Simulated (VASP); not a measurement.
Runs of VASP 6.6.1 on KF. The structure is cubic, space group Fm-3m (No. 225). Conventional cell: a = 5.318 Å, b = 5.318 Å, c = 5.318 Å, α = 90.00°, β = 90.00°, γ = 90.00°. Within 3.5 Å of K (site symmetry m-3m) lie 6 F at 2.66 Å. Within 3.5 Å of F (site symmetry m-3m) lie 6 K at 2.66 Å. 

```tsv
level	potentials or basis	k mesh	cutoff (eV)	gap on the mesh (eV)	pressure (GPa)
PBE	VASP PAW PBE potentials, release 64 (K_sv, F)	6 × 6 × 6	520	6.24	2.0
LDA	VASP PAW LDA potentials, release 64 (K_sv, F)	4 × 4 × 4	520	5.87	(b)
PBEsol	VASP PAW PBE potentials, release 64 (K_sv, F)	4 × 4 × 4	600	6.10	(a)
PBE	VASP PAW PBE potentials, release 64 (K_sv, F)	4 × 4 × 4	520	6.24	2.0
r2SCAN	VASP PAW PBE potentials, release 64 (K_sv, F)	6 × 6 × 6	520	6.91	0.0
```

Alike in all rows: task single point; no spin polarisation; cell as given; smearing gaussian 0.01 eV.

Task: Estimate the missing entries.

Result: (a) -0.2; (b) -3.0.

Caveats: some runs use coarse meshes; the PAW data sets were made with another functional, which shifts forces and pressure a little (some runs).

